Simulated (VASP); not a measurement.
Input of a VASP 6.6.1 run:

Contents of INCAR:

```
PREC = Accurate
ENCUT = 520
EDIFF = 1E-6
ISMEAR = -1
SIGMA = 0.02
LREAL = Auto
LASPH = True
NELM = 60
ALGO = Normal
ISIF = 2
LWAVE = False
LCHARG = False
GGA = CA
IBRION = 2
NSW = 80
EDIFFG = -0.03
LUSENCCL = False
```

File KPOINTS:

```
regular mesh
0
Gamma
  2 2 2
```

File POSCAR:

```
Si
1.0
    0.0000000000      5.4300000000      5.4300000000
    5.4300000000      0.0000000000      5.4300000000
    5.4300000000      5.4300000000      0.0000000000
Si
17
Direct
    0.0000000000      0.0000000000      0.0000000000
    0.1250000000      0.1250000000      0.1250000000
    0.0000000000      0.0000000000      0.5000000000
    0.1250000000      0.1250000000      0.6250000000
    0.0000000000      0.5000000000      0.0000000000
    0.1250000000      0.6250000000      0.1250000000
    0.0000000000      0.5000000000      0.5000000000
    0.1250000000      0.6250000000      0.6250000000
    0.5000000000      0.0000000000      0.0000000000
    0.6250000000      0.1250000000      0.1250000000
    0.5000000000      0.0000000000      0.5000000000
    0.6250000000      0.1250000000      0.6250000000
    0.5000000000      0.5000000000      0.0000000000
    0.6250000000      0.6250000000      0.1250000000
    0.5000000000      0.5000000000      0.5000000000
    0.6250000000      0.6250000000      0.6250000000
    0.3643466600      0.3781580700      0.3866876900
```

Potentials or basis: VASP PAW LDA potentials, release 64 (Si).

The run is started by

```sh
$ cat potpaw_LDA.64/Si/POTCAR > POTCAR
$ mpirun -np 1 vasp_std > vasp.out
```

Estimate the band gap on the k mesh.

zero (bands 34 and 35 overlap by 0.24 eV).

Predict the energy gained by relaxing.

8.1 meV/atom.

Final structure:
```
CELL_PARAMETERS angstrom
0.00000 5.43000 5.43000
5.43000 0.00000 5.43000
5.43000 5.43000 0.00000
ATOMIC_POSITIONS crystal
Si 0.00033 0.00051 0.00062
Si 0.12513 0.12497 0.12484
Si 0.00049 0.00065 0.49831
Si 0.12142 0.12219 0.62823
Si 0.00040 0.49845 0.00068
Si 0.12129 0.62814 0.12246
Si 0.99177 0.50276 0.50273
Si 0.12156 0.62824 0.62826
Si 0.49860 0.00046 0.00058
Si 0.62799 0.12180 0.12220
Si 0.50161 0.99492 0.50181
Si 0.62811 0.12205 0.62819
Si 0.50091 0.50111 0.99697
Si 0.62804 0.62810 0.12233
Si 0.50220 0.50227 0.50230
Si 0.62249 0.62571 0.62780
Si 0.37202 0.37583 0.37839
```

Caveat: the k points lie up to 0.50 Å⁻¹ apart.
